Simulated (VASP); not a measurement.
# VCrC2 (R-3m) in VASP: notebook, part 2 of 2

VASP 6.6.1.

## 4. Single point, PBE, collinear spin, ferromagnetic start

INCAR reads:

```
PREC = Accurate
ENCUT = 520
EDIFF = 1E-6
ISMEAR = -1
SIGMA = 0.05
LREAL = False
LASPH = True
NELM = 150
ALGO = Normal
ISIF = 2
LWAVE = False
LCHARG = True
ISPIN = 2
MAGMOM = 2.28 1.52 0 0
LORBIT = 11
NUPDOWN = 3.8
LMAXMIX = 4
GGA = PE
LELF = True
LVHAR = True
NBANDS = 28
```

KPOINTS reads:

```
Automatic mesh
0
Gamma
  9 9 9
```

POSCAR reads:

```
VCrC2
1.0
    1.4606320425      0.8432963029      4.7393853233
   -1.4606320425      0.8432963029      4.7393853233
    0.0000000000     -1.6865926058      4.7393853233
Cr V C
1 1 2
Direct
    0.5000000000      0.5000000000      0.5000000000
    0.0000000000      0.0000000000      0.0000000000
    0.2487590000      0.2487590000      0.2487590000
    0.7512410000      0.7512410000      0.7512410000
```

Potentials or basis: VASP PAW PBE potentials, release 64 (Cr_pv, V_sv, C).

Launch:

```bash
> cat potpaw_PBE.64/Cr_pv/POTCAR potpaw_PBE.64/V_sv/POTCAR potpaw_PBE.64/C/POTCAR > POTCAR
> mpirun -np 1 vasp_std > vasp.out
```

OUTCAR:

```text
PREC = Accurate
   ENCUT = 520
   EDIFF = 1E-6
   ISMEAR = -1
   LREAL = False
   LASPH = True
   NELM = 150
   ISIF = 2
   ISPIN = 2
   LORBIT = 11
   NUPDOWN = 3.8
   GGA = PE

 ion  position               nearest neighbor table
   1  0.500  0.500  0.500-   3 2.05   4 2.05   3 2.05   3 2.05   4 2.05   4 2.05   2 2.91   2 2.91
                             2 2.91   2 2.91   2 2.91   2 2.91
   2  0.000  0.000  0.000-   4 2.07   3 2.07   4 2.07   4 2.07   3 2.07   3 2.07   1 2.91   1 2.91
                             1 2.91   1 2.91   1 2.91   1 2.91
   3  0.249  0.249  0.249-   1 2.05   1 2.05   1 2.05   2 2.07   2 2.07   2 2.07
   4  0.751  0.751  0.751-   1 2.05   1 2.05   1 2.05   2 2.07   2 2.07   2 2.07

  LATTYP: Found a trigonal (rhomboedric) cell.
 ALAT       =     5.0305434956
 COS(alpha) =     0.8313905832

  Lattice vectors:

 A1 = (   1.4606320425,   0.8432963029,   4.7393853233)
 A2 = (  -1.4606320425,   0.8432963029,   4.7393853233)
 A3 = (   0.0000000000,  -1.6865926058,   4.7393853233)

Analysis of symmetry for initial positions (statically):
=====================================================================
 Subroutine PRICEL returns:
 Original cell was already a primitive cell.

 Routine SETGRP: Setting up the symmetry group for a
 trigonal (rhombohedral) supercell.

 Subroutine GETGRP returns: Found 12 space group operations
 (whereof 12 operations were pure point group operations)
 out of a pool of 12 trial point group operations.

The static configuration has the point symmetry D_3d.

Analysis of symmetry for dynamics (positions and initial velocities):
=====================================================================
 Subroutine PRICEL returns:
 Original cell was already a primitive cell.

 Routine SETGRP: Setting up the symmetry group for a
 trigonal (rhombohedral) supercell.

 Subroutine GETGRP returns: Found 12 space group operations
 (whereof 12 operations were pure point group operations)
 out of a pool of 12 trial point group operations.
[... 161 lines left out ...]
  ext. energy  EPLUGINS =         0.00000000
  ---------------------------------------------------
  free energy    TOTEN  =       -36.25051786 eV

  energy without entropy =      -36.23026584  energy(sigma->0) =      -36.24039185

 E-fermi :   9.0893     XC(G=0): -13.5108

 val. band max:       11.6377111582   @ k =   0.4444   0.4444   0.1111
 cond. band min:       9.0944474033   @ k =   0.2222   0.1111   0.0000
 fundamental gap:     -2.5432637549
 Fermi energy:        11.6433208365

 spin component 1

 k-point     1 :       0.0000    0.0000    0.0000
  band No.  band energies     occupation
      1     -54.0239      1.00000
      2     -33.1698      1.00000
      3     -33.0129      1.00000
      4     -33.0129      1.00000
      5     -27.9402      1.00000
      6     -27.7343      1.00000
[... 733 lines left out ...]
     27      19.3138      0.00000
     28      22.1239      0.00000

 [... further k-points ...]

 spin component 2

 k-point     1 :       0.0000    0.0000    0.0000
  band No.  band energies     occupation
      1     -52.8725      1.00000
      2     -30.8614      1.00000
      3     -30.6289      1.00000
      4     -30.6289      1.00000
      5     -26.8001      1.00000
      6     -26.5937      1.00000
[... 733 lines left out ...]
     27      20.1799      0.00000
     28      22.9994      0.00000

 [... further k-points ...]
[... 5 lines left out ...]
  --------------------------------------------------------------------------------------
  -------------------------------------------------------------------------------------
  Total        4.0038837      4.0038837      3.9405824      0.0000000      0.0000000      0.0000000
  in kB      183.1461280    183.1461280    180.2505936      0.0000000      0.0000000      0.0000000
  external PRESSURE =     182.1809499 kB  Pullay stress =       0.0000000 kB

 VOLUME and BASIS-vectors are now :
 -----------------------------------------------------------------------------
  energy-cutoff  :      520.00
  volume of cell :       35.03
      direct lattice vectors                 reciprocal lattice vectors
     1.460632042  0.843296303  4.739385323     0.342317562  0.197637137  0.070332609
    -1.460632042  0.843296303  4.739385323    -0.342317562  0.197637137  0.070332609
     0.000000000 -1.686592606  4.739385323     0.000000000 -0.395274273  0.070332609

 POSITION                                       TOTAL-FORCE (eV/Angst)
 -----------------------------------------------------------------------------------
      0.00000      0.00000      7.10908        -0.000000     -0.000000      0.000000
      0.00000      0.00000      0.00000         0.000000      0.000000     -0.000000
      0.00000      0.00000      3.53689        -0.000000     -0.000000      0.179196
      0.00000      0.00000     10.68126        -0.000000      0.000000     -0.179196
 -----------------------------------------------------------------------------------
    total drift:                                0.000000      0.000000      0.000000

  FREE ENERGIE OF THE ION-ELECTRON SYSTEM (eV)
  ---------------------------------------------------
  free  energy   TOTEN  =       -36.2505178608 eV

  energy  without entropy=      -36.2302658406  energy(sigma->0) =      -36.24039185

 total charge

# of ion       s       p       d       tot
------------------------------------------
    1        0.332   6.437   4.361  11.130
    2        2.268   6.321   3.228  11.817
    3        0.903   1.525   0.000   2.427
    4        0.903   1.525   0.000   2.427
--------------------------------------------------
tot          4.405  15.807   7.589  27.802

 magnetization (x)

# of ion       s       p       d       tot
------------------------------------------
    1        0.013   0.037   2.254   2.304
    2        0.005   0.019   1.124   1.148
    3       -0.006   0.041   0.000   0.035
    4       -0.006   0.041   0.000   0.035
--------------------------------------------------
tot          0.005   0.138   3.378   3.522
```

Run time: 4 min. Hardware: 1 thread of Intel Xeon 6975P-C (Granite Rapids), shared host; peak memory 0.37 GiB.

What came out:

- Free energy: -36.2505 eV
- Pressure: 18.2 GPa
- Largest force: 0.179 eV/Å
- Net moment: 3.80 μB per cell
- Site moments: Cr +2.30; V +1.15; C +0.04 μB
- Valence electrons inside the program's atomic spheres: Cr 11.13; V 11.82; C 2.43

Forces on the atoms (eV/Å):
```
Cr   0.000  0.000  0.000
V    0.000  0.000  0.000
C    0.000  0.000  0.179
C    0.000  0.000 -0.179
```

Caveat: the total moment is fixed, so each spin has its own Fermi level.

## 5. Single point, PBEsol, collinear spin, ferromagnetic start

INCAR reads:

```
PREC = Accurate ; ENCUT = 520
EDIFF = 1E-6 ; ISMEAR = 1
SIGMA = 0.1 ; LREAL = False
LASPH = True ; NELM = 150
ALGO = Normal ; ISIF = 2
LWAVE = False ; LCHARG = True
ISPIN = 2 ; MAGMOM = 3 2 0 0
LORBIT = 11 ; LMAXMIX = 4
GGA = PS ; LELF = True
LVHAR = True ; NBANDS = 28
```

KPOINTS reads:

```
Automatic mesh
0
Gamma
  8 8 8
```

POSCAR is that of step 4.

Launch:

```bash
> cat potpaw_PBE.64/Cr_pv/POTCAR potpaw_PBE.64/V_sv/POTCAR potpaw_PBE.64/C/POTCAR > POTCAR
> mpirun -np 1 vasp_std > vasp.out
```

It took 6 min on 1 thread of Intel Xeon 6975P-C, shared host; peak memory 0.35 GiB.

It converged, with:

```yaml
Free_energy: -39.9674 eV
Pressure: -11.7 GPa
Largest_force: 0.034 eV/Å
Net_moment: 0.00 μB per cell
Valence_electrons_inside_the_program's_atomic_spheres: Cr 11.12; V 11.79; C 2.40
```

Forces in eV/Å, atoms in the order of the input:
```
Cr   0.000  0.000  0.000
V    0.000  0.000  0.000
C    0.000  0.000  0.034
C    0.000  0.000 -0.034
```

Stress tensor (GPa, compression positive):
```
-11.80   0.00   0.00
  0.00 -11.80   0.00
  0.00   0.00 -11.55
```

Levels at points of the mesh, in eV from the Fermi level:
Spin up:
```csv
k point,band 13,band 14,band 15,band 16,band 17,band 18,band 19,band 20,band 21,band 22
"(0.00, 0.00, 0.00)",-1.50,-1.50,-1.41,-0.54,-0.54,0.69,0.69,0.95,0.95,1.02
"(0.50, 0.00, 0.00)",-4.62,-3.66,-3.49,-0.57,-0.11,0.30,1.18,1.31,2.14,3.70
"(0.50, 0.50, 0.00)",-4.60,-3.59,-1.26,-1.18,0.16,0.50,0.52,1.11,1.42,2.17
"(0.50, 0.50, 0.50)",-3.63,-3.23,-3.23,-0.79,-0.79,-0.07,-0.07,1.09,1.59,4.32
```
Spin down:
```
           k point  band 14  band 15  band 16  band 17  band 18  band 19  band 20  band 21
(0.00, 0.00, 0.00)    -1.50    -1.41    -0.54    -0.54     0.69     0.69     0.95     0.95
(0.50, 0.00, 0.00)    -3.65    -3.49    -0.56    -0.12     0.30     1.19     1.31     2.13
(0.50, 0.50, 0.00)    -3.58    -1.27    -1.18     0.17     0.51     0.52     1.11     1.41
(0.50, 0.50, 0.50)    -3.24    -3.24    -0.78    -0.78    -0.07    -0.07     1.10     1.58
```

Caveat: the starting moments collapsed, and a magnetic state may lie lower; the PAW data sets were made with another functional, which shifts forces and pressure a little.

## 6. Overview

| fixed moment (μB) | pressure (GPa) | moment (μB) | largest force (eV/Å) |
| --- | --- | --- | --- |
| 1.2 | 1.3 | 1.20 | 0.02 |
| 2.5 | 7.3 | 2.50 | 0.13 |
| 3.8 | 18.2 | 3.80 | 0.18 |

Alike in all rows: task single point; level PBE; potentials or basis VASP PAW PBE potentials, release 64 (Cr_pv, V_sv, C); spin collinear, ferromagnetic start; cell as given; k mesh 9 × 9 × 9; cutoff (eV) 520; smearing fermi-dirac 0.05 eV.

Caveats: the total moment is fixed, so each spin has its own Fermi level.

Absolute energies hang on the potentials; compare differences alone.
